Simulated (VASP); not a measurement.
# ZnInGaO4 (R3m) in VASP: single point with PBEsol

Aim: the single point of ZnInGaO4 with PBEsol.

Program: VASP 6.6.1. These are calculated values, not measurements. Logs are shortened: lines on timing, memory, paths and dates and some standing lists are left out, and cuts for length are marked.

### Step 1. The cell of the first run

The structure is trigonal, space group R3m (No. 160). The conventional cell has a = 3.315 Å, b = 3.315 Å, c = 25.754 Å, α = 90.00°, β = 90.00°, γ = 120.00°. Within 2.6 Å of Zn (site symmetry 3m) lie 5 O at 1.97 to 2.51 Å. In (site symmetry 3m) has 6 O at 2.19 Å within 2.9 Å. Ga (site symmetry 3m) has 5 O at 1.91 to 1.97 Å within 2.5 Å. O (site symmetry 3m) has 1 Zn at 1.97 Å and 3 In at 2.19 Å within 2.6 Å. Within 2.6 Å of O (site symmetry 3m) lie 1 Ga at 1.95 Å and 3 In at 2.19 Å. O (site symmetry 3m) has 3 Ga at 1.91 Å within 2.5 Å. Within 2.6 Å of O (site symmetry 3m) lie 1 Ga at 1.97 Å and 3 Zn at 1.99 Å.

### Step 2. Single point, PBEsol

Contents of INCAR:

```
SYSTEM = ZnInGaO4
  PREC = Accurate
  ENCUT = 520
  EDIFF = 1E-6
  ISMEAR = 0
  SIGMA = 0.02
  LREAL = .FALSE.
  LASPH = .TRUE.
  NELM = 80
  ALGO = Normal
  ISIF = 2
  LWAVE = .FALSE.
  LCHARG = .FALSE.
  GGA = PS
  NBANDS = 40
```

Contents of KPOINTS:

```
regular mesh
0
G
  9 9 9
  0 0 0
```

Contents of POSCAR:

```
ZnInGaO4
1.0
    1.6573774357      0.9568873086      8.5846445181
   -1.6573774357      0.9568873086      8.5846445181
    0.0000000000     -1.9137746172      8.5846445181
Zn In Ga O
1 1 1 4
Direct
    0.2186987769      0.2186987769      0.2186987769
    0.0029484208      0.0029484208      0.0029484208
    0.7871375030      0.7871375030      0.7871375030
    0.2950864973      0.2950864973      0.2950864973
    0.7112395138      0.7112395138      0.7112395138
    0.1211635162      0.1211635162      0.1211635162
    0.8637267721      0.8637267721      0.8637267721
```

Potentials or basis: VASP PAW PBE potentials, release 64 (Zn, In_d, Ga_d, O).

On the command line:

```bash
> cat potpaw_PBE.64/Zn/POTCAR potpaw_PBE.64/In_d/POTCAR potpaw_PBE.64/Ga_d/POTCAR potpaw_PBE.64/O/POTCAR > POTCAR
> mpirun -np 1 vasp_std > vasp.out
```

OUTCAR:

```text
SYSTEM = ZnInGaO4
   PREC = Accurate
   ENCUT = 520
   EDIFF = 1E-6
   ISMEAR = 0
   LREAL = .FALSE.
   LASPH = .TRUE.
   NELM = 80
   ISIF = 2
   GGA = PS

 ion  position               nearest neighbor table
   1  0.219  0.219  0.219-   4 1.97   7 1.99   7 1.99   7 1.99
   2  0.003  0.003  0.003-   4 2.19   4 2.19   4 2.19   5 2.19   5 2.19   5 2.19
   3  0.787  0.787  0.787-   6 1.91   6 1.91   6 1.91   5 1.95   7 1.97
   4  0.295  0.295  0.295-   1 1.97   2 2.19   2 2.19   2 2.19
   5  0.711  0.711  0.711-   3 1.95   2 2.19   2 2.19   2 2.19
   6  0.121  0.121  0.121-   3 1.91   3 1.91   3 1.91
   7  0.864  0.864  0.864-   3 1.97   1 1.99   1 1.99   1 1.99

  LATTYP: Found a trigonal (rhomboedric) cell.
 ALAT       =     8.7953768986
 COS(alpha) =     0.9289827371

  Lattice vectors:

 A1 = (   1.6573774357,   0.9568873086,   8.5846445181)
 A2 = (  -1.6573774357,   0.9568873086,   8.5846445181)
 A3 = (   0.0000000000,  -1.9137746172,   8.5846445181)

Analysis of symmetry for initial positions (statically):
=====================================================================
 Subroutine PRICEL returns:
 Original cell was already a primitive cell.

 Routine SETGRP: Setting up the symmetry group for a
 trigonal (rhombohedral) supercell.

 Subroutine GETGRP returns: Found  6 space group operations
 (whereof  6 operations were pure point group operations)
 out of a pool of 12 trial point group operations.

The static configuration has the point symmetry C_3v.

Analysis of symmetry for dynamics (positions and initial velocities):
=====================================================================
 Subroutine PRICEL returns:
 Original cell was already a primitive cell.

 Routine SETGRP: Setting up the symmetry group for a
 trigonal (rhombohedral) supercell.

 Subroutine GETGRP returns: Found  6 space group operations
 (whereof  6 operations were pure point group operations)
 out of a pool of 12 trial point group operations.

The dynamic configuration has the point symmetry C_3v.

 Subroutine INISYM returns: Found  6 space group operations
 (whereof  6 operations are pure point group operations),
 and found     1 'primitive' translations

----------------------------------------------------------------------------------------

                                     Primitive cell

  volume of cell :      81.6875

  direct lattice vectors                    reciprocal lattice vectors
     1.657377436  0.956887309  8.584644518     0.301681433  0.174175857  0.038829020
    -1.657377436  0.956887309  8.584644518    -0.301681433  0.174175857  0.038829020
     0.000000000 -1.913774617  8.584644518     0.000000000 -0.348351713  0.038829020

  length of vectors
     8.795376899  8.795376899  8.795376899     0.350509071  0.350509071  0.350509071

  position of ions in fractional coordinates (direct lattice)
     0.218698777  0.218698777  0.218698777
     0.002948421  0.002948421  0.002948421
     0.787137503  0.787137503  0.787137503
     0.295086497  0.295086497  0.295086497
     0.711239514  0.711239514  0.711239514
     0.121163516  0.121163516  0.121163516
     0.863726772  0.863726772  0.863726772

  ion indices of the primitive-cell ions
   primitive index   ion index
                 1           1
                 2           2
                 3           3
                 4           4
                 5           5
                 6           6
                 7           7

----------------------------------------------------------------------------------------

 KPOINTS: regular mesh

Automatic generation of k-mesh.
 Grid dimensions read from file:
 generate k-points for:    9    9    9

 Generating k-lattice:

  Cartesian coordinates                     Fractional coordinates (reciprocal lattice)
     0.033520159  0.019352873  0.004314336     0.111111111  0.000000000  0.000000000
    -0.033520159  0.019352873  0.004314336     0.000000000  0.111111111  0.000000000
     0.000000000 -0.038705746  0.004314336     0.000000000  0.000000000  0.111111111

  Length of vectors
     0.038945452  0.038945452  0.038945452

  Shift w.r.t. Gamma in fractional coordinates (k-lattice)
     0.000000000  0.000000000  0.000000000

 Subroutine IBZKPT returns following result:
 ===========================================

 Found     85 irreducible k-points:

 Following reciprocal coordinates:
            Coordinates               Weight
  0.000000  0.000000  0.000000      1.000000
  0.111111 -0.000000  0.000000      6.000000
  0.222222 -0.000000  0.000000      6.000000
  0.333333 -0.000000  0.000000      6.000000
  0.444444 -0.000000  0.000000      6.000000
  0.111111  0.111111  0.000000      6.000000
[... 16 lines left out ...]
 -0.333333  0.333333  0.000000      6.000000
  0.444444  0.444444  0.000000      6.000000
 [... further k-points ...]
   k-points           NKPTS =     85   k-points in BZ     NKDIM =     85   number of bands    NBANDS=     40
   number of dos      NEDOS =    301   number of ions     NIONS =      7
   total plane-waves  NPLWV = 343000
   dimension x,y,z NGX =    70 NGY =   70 NGZ =   70
   dimension x,y,z NGXF=   140 NGYF=  140 NGZF=  140
   ions per type =               1   1   1   4
   NGX,Y,Z   is equivalent  to a cutoff of  13.23, 13.23, 13.23 a.u.
   NGXF,Y,Z  is equivalent  to a cutoff of  26.46, 26.46, 26.46 a.u.
 SYSTEM =  ZnInGaO4
   PREC   = accura    normal or accurate (medium, high low for compatibility)
   ISTART =      0    job   : 0-new  1-cont  2-samecut
   ICHARG =      2    charge: 1-file 2-atom 10-const
   ISPIN  =      1    spin polarized calculation?
   LNONCOLLINEAR =      F non collinear calculations
   LSORBIT =      F    spin-orbit coupling
   LASPH  =      T    aspherical Exc in radial PAW
   ENCUT  =  520.0 eV  38.22 Ry    6.18 a.u.  16.35 16.35 16.35*2*pi/ulx,y,z
   NELM   =     80;   NELMIN=  2; NELMDL= -5     # of ELM steps
   EDIFF  = 0.1E-05   stopping-criterion for ELM
   LREAL  =      F    real-space projection
   EDIFFG = 0.1E-04   stopping-criterion for IOM
   NSW    =      0    number of steps for IOM
   IBRION =     -1    ionic relax: 0-MD 1-quasi-New 2-CG
   NFREE  =      0    steps in history (QN), initial steepest desc. (CG)
   ISIF   =      2    stress and relaxation
   ISYM   =      2    0-nonsym 1-usesym 2-fastsym
   POTIM  = 0.5000    time-step for ionic-motion
   TEBEG  =    0.0;   TEEND  =   0.0 temperature during run
   PSTRESS=    0.0 pullay stress
   NELECT =      62.0000    total number of electrons
   NUPDOWN=      -1.0000    fix difference up-down
   EMIN   =  10.00;   EMAX   =-10.00  energy-range for DOS
   EFERMI =   0.00;   METHOD = LEGACY
   ISMEAR =     0;   SIGMA  =   0.02  broadening in eV -4-tet -1-fermi 0-gaus
   EFERMI_NEDOS =   21; number of points for ismear=-14 and -15
   IALGO  =     38    algorithm
   IMIX   =      4    mixing-type and parameters
     AMIX     =   0.40;   BMIX     =  1.00
     AMIX_MAG =   1.60;   BMIX_MAG =  1.00
  volume/ion in A,a.u.               =      11.67        78.75
  Fermi-wavevector in a.u.,A,eV,Ry     =   1.493322  2.821969 30.341137  2.230011
  Thomas-Fermi vector in A             =   2.605737
   LORBIT       =      0    0 simple, 1 ext, 2 COOP (PROOUT), +10 PAW based schemes
   GGA     = PS    functional components
   LHFCALC =     F    Hartree Fock is set to
   AEXX    =    0.0000 exact exchange contribution
   IVDW    =     0    specifies the selected vdW correction
   LEPSILON=     F    determine dielectric tensor
   LRPA    =     F    only Hartree local field effects (RPA)
 non-spin polarized calculation
 Gauss-broadening in eV      SIGMA  =   0.02
  energy-cutoff  :      520.00
  volume of cell :       81.69
 maximum number of plane-waves:      2227
 NGX is ok and might be reduce to    70
   NGX = 33   NGY = 33   NGZ = 33

 number of electron      62.0000000 magnetization

 Free energy of the ion-electron system (eV)
  ---------------------------------------------------
  ext. energy  EPLUGINS =         0.00000000
  ---------------------------------------------------
  free energy    TOTEN  =       -40.62235477 eV

  energy without entropy =      -40.62235477  energy(sigma->0) =      -40.62235477

 E-fermi :   4.0495     XC(G=0): -11.5124

 val. band max:        3.8936047820   @ k =   0.0000   0.0000   0.0000
 cond. band min:       5.0525426086   @ k =   0.0000   0.0000   0.0000
 fundamental gap:      1.1589378266
 Fermi energy:         4.0495147898

 k-point     1 :       0.0000    0.0000    0.0000
  band No.  band energies     occupation
      1     -14.8741      2.00000
      2     -13.9174      2.00000
      3     -13.3088      2.00000
      4     -12.8311      2.00000
      5      -9.4486      2.00000
      6      -9.4486      2.00000
[... 32 lines left out ...]
     39      16.0676      0.00000
     40      16.0676      0.00000

 k-point     2 :       0.1111   -0.0000    0.0000
  band No.  band energies     occupation
      1     -14.7928      2.00000
      2     -13.8469      2.00000
      3     -13.2776      2.00000
      4     -12.8893      2.00000
      5      -9.4269      2.00000
      6      -9.4196      2.00000
[... 32 lines left out ...]
     39      15.3780      0.00000
     40      16.0283      0.00000

 k-point     3 :       0.2222   -0.0000    0.0000
  band No.  band energies     occupation
      1     -14.5780      2.00000
      2     -13.6713      2.00000
      3     -13.2124      2.00000
      4     -13.0069      2.00000
      5      -9.3501      2.00000
      6      -9.3445      2.00000
[... 32 lines left out ...]
     39      15.2143      0.00000
     40      15.3240      0.00000

 k-point     4 :       0.3333   -0.0000    0.0000
  band No.  band energies     occupation
      1     -14.3131      2.00000
      2     -13.5219      2.00000
      3     -13.1790      2.00000
      4     -13.0324      2.00000
      5      -9.2558      2.00000
      6      -9.2062      2.00000
[... 32 lines left out ...]
     39      15.1754      0.00000
     40      15.9839      0.00000
[... 772 lines left out ...]
     39      14.3747      0.00000
     40      14.5594      0.00000

 k-point    23 :      -0.3333    0.3333    0.0000
  band No.  band energies     occupation
      1     -13.9734      2.00000
      2     -13.4793      2.00000
      3     -13.1637      2.00000
      4     -12.9609      2.00000
      5      -9.1853      2.00000
      6      -9.1049      2.00000
[... 32 lines left out ...]
     39      14.0202      0.00000
     40      14.2098      0.00000

 k-point    24 :       0.4444    0.4444    0.0000
  band No.  band energies     occupation
      1     -14.1164      2.00000
      2     -13.5244      2.00000
      3     -13.1587      2.00000
      4     -12.9468      2.00000
      5      -9.1957      2.00000
      6      -9.1204      2.00000
[... 32 lines left out ...]
     39      14.5565      0.00000
     40      16.1249      0.00000

 [... further k-points ...]
[... 5 lines left out ...]
  --------------------------------------------------------------------------------------
  -------------------------------------------------------------------------------------
  Total        0.2908428      0.2908428      0.3235562      0.0000000      0.0000000      0.0000000
  in kB        5.7044406      5.7044406      6.3460654      0.0000000      0.0000000      0.0000000
  external PRESSURE =       5.9183155 kB  Pullay stress =       0.0000000 kB

 VOLUME and BASIS-vectors are now :
 -----------------------------------------------------------------------------
  energy-cutoff  :      520.00
  volume of cell :       81.69
      direct lattice vectors                 reciprocal lattice vectors
     1.657377436  0.956887309  8.584644518     0.301681433  0.174175857  0.038829020
    -1.657377436  0.956887309  8.584644518    -0.301681433  0.174175857  0.038829020
     0.000000000 -1.913774617  8.584644518     0.000000000 -0.348351713  0.038829020

 POSITION                                       TOTAL-FORCE (eV/Angst)
 -----------------------------------------------------------------------------------
      0.00000      0.00000      5.63235         0.000000     -0.000000      0.003447
      0.00000      0.00000      0.07593         0.000000      0.000000     -0.005010
      0.00000      0.00000     20.27189         0.000000      0.000000     -0.009281
      0.00000      0.00000      7.59964         0.000000     -0.000000      0.016567
      0.00000      0.00000     18.31722         0.000000     -0.000000      0.018685
      0.00000      0.00000      3.12044         0.000000      0.000000     -0.006348
      0.00000      0.00000     22.24436         0.000000     -0.000000     -0.018061
 -----------------------------------------------------------------------------------
    total drift:                               -0.000000      0.000000     -0.000808

  FREE ENERGIE OF THE ION-ELECTRON SYSTEM (eV)
  ---------------------------------------------------
  free  energy   TOTEN  =       -40.6223547729 eV

  energy  without entropy=      -40.6223547729  energy(sigma->0) =      -40.62235477
```

Wall time 19 min (1 thread of Intel Xeon 6975P-C (Granite Rapids), shared host); peak memory 0.83 GiB.

What came out:

| Property | Result |
| --- | --- |
| Free energy | -40.6224 eV |
| Pressure | 0.6 GPa |
| Largest force | 0.019 eV/Å |
| Band gap on the k mesh | 1.16 eV, direct |

Forces in eV/Å, atoms in the order of the input:
```
Zn   0.000  0.000  0.003
In   0.000  0.000 -0.005
Ga   0.000  0.000 -0.009
O    0.000  0.000  0.017
O    0.000  0.000  0.019
O    0.000  0.000 -0.006
O    0.000  0.000 -0.018
```

Levels at points of the mesh, in eV from the valence-band top:
| k point | band 29 | band 30 | band 31 | band 32 | band 33 | band 34 |
| --- | --- | --- | --- | --- | --- | --- |
| (0.00, 0.00, 0.00) | -0.57 | 0.00 | 0.00 | 1.16 | 4.35 | 4.96 |

Caveat: the PAW data sets were made with another functional, which shifts forces and pressure a little; spin-orbit coupling is left out, which moves the levels of the heavy elements.
